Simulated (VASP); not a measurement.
Wanted: the native input for a VASP 6.6.1 run.

| Quantity | Value |
| --- | --- |
| Task | single point |
| Functional | PBE |
| Potentials or basis | VASP PAW PBE potentials, release 64 (In_d, Ag, S) |
| Cutoff | 520 eV |
| k mesh | 6 × 6 × 4 |
| Occupations | gaussian, width 0.1 eV |
| Spin | no spin polarisation |
| Dipole correction | no |
| Further INCAR settings | ALGO = Normal; EDIFF = 1e-07; NBANDS = 22 |

The structure of InAgS lies in POSCAR:

```
InAgS
1.0
    4.2569527400      0.0000000000      0.0000000000
   -2.1284763700      3.6866292100      0.0000000000
    0.0000000000      0.0000000000      4.6046013700
In Ag S
1 1 1
Direct
    0.0000000000      0.0000000000      0.0000000000
    0.6666666700      0.3333333300      0.5000000000
    0.3333333300      0.6666666700      0.5000000000
```

The input as run:

INCAR

```
PREC = Accurate
ENCUT = 520
EDIFF = 1E-7
ISMEAR = 0
SIGMA = 0.1
LREAL = F
LASPH = T
NELM = 100
ALGO = Normal
ISIF = 2
LWAVE = F
LCHARG = F
GGA = PE
NBANDS = 22
```

KPOINTS

```
Automatic mesh
0
Gamma
  6 6 4
```

Potentials or basis: VASP PAW PBE potentials, release 64 (In_d, Ag, S).

The run is started by

```sh
$ cat potpaw_PBE.64/In_d/POTCAR potpaw_PBE.64/Ag/POTCAR potpaw_PBE.64/S/POTCAR > POTCAR
$ mpirun -np 1 vasp_std > vasp.out
```

Results of the run:

```
Pressure               : 1.4 GPa
Band gap on the k mesh : zero (band 15 reaches 5.44 eV, above the bottom of band 16 at 4.99 eV)
```

Caveat: spin-orbit coupling is left out, which moves the levels of the heavy elements.

Wall time 18 s on 1 thread of Intel(R) Xeon(R) 6975P-C (Granite Rapids) (shared host), peak memory 0.2 GiB.
